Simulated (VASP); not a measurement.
Crystal: TaN.

```
Ta N
1.0
     0.00000    2.21132    2.21132
     2.21132    0.00000    2.21132
     2.21132    2.21132    0.00000
Ta N
1 1
Direct
  0.50000 0.50000 0.50000
  0.00000 0.00000 0.00000
```

Base run:

```yaml
Program: VASP 6.6.1
Functional: r2SCAN
Potentials_or_basis: VASP PAW PBE potentials, release 64 (Ta_sv_GW, N)
Cutoff: 770 eV
k_mesh: 10 × 10 × 10
Occupations: fermi-dirac, width 0.05 eV
Spin: no spin polarisation
Hubbard_terms: Ta d U = 2.0 eV
```

Its results: band gap on the k mesh zero (bands 9 and 10 overlap by 4.03 eV); pressure -0.4 GPa.

Q: The run is repeated on the same cell with these changes: hubbard terms from Ta d U = 2.0 eV to Ta d U = 8.0 eV. What comes out?

A: Band gap on the k mesh zero (bands 9 and 10 overlap by 3.96 eV); pressure 18.8 GPa.

Caveats: the PAW data sets were made with another functional, which shifts forces and pressure a little; spin-orbit coupling is left out, which moves the levels of the heavy elements; U without spin polarisation on a metal has little footing; the cell stands under pressure (at least some runs).
